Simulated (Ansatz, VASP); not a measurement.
## One calculation of ZnS, two programs

```
Zn S
1.0
     3.90781    0.00000    0.00000
    -1.95391    3.38427    0.00000
     0.00000    0.00000    5.34862
Zn S
2 2
Direct
  0.33333 0.66667 0.00544
  0.66667 0.33333 0.50544
  0.33333 0.66667 0.37956
  0.66667 0.33333 0.87956
```

Alike in both runs: task single point; functional PBEsol; k mesh 9 × 9 × 6; occupations gaussian, width 0.05 eV; no spin polarisation.

|  | VASP | Ansatz |
| --- | --- | --- |
| version | VASP 6.6.1 | Ansatz 0.2.0 |
| potentials or method | VASP PAW PBE potentials, release 64 (Zn, S), cutoff 520 eV | scalar-relativistic, plane waves, PAW |
| valence electrons in the cell | 36 | 36 |

|  | VASP | Ansatz | Ansatz less VASP |
| --- | --- | --- | --- |
| gap on the k mesh at the Fermi level (eV) | 1.73 | 1.73 | +0.001 |
| least direct gap on the mesh (eV) | 1.73 | 1.73 | +0.001 |
| pressure (GPa) | 14.9 | 14.6 | -0.30 |
| traceless stress, the component that is largest in VASP (GPa) | 31.65 | 31.55 | -0.105 |
| rms of the force components (eV/Å) | 2.025 | 2.016 | -0.0090 |

VASP's potentials were made for PBE, not for PBEsol. Atom by atom the forces differ by 0.009 eV/Å (rms over components).
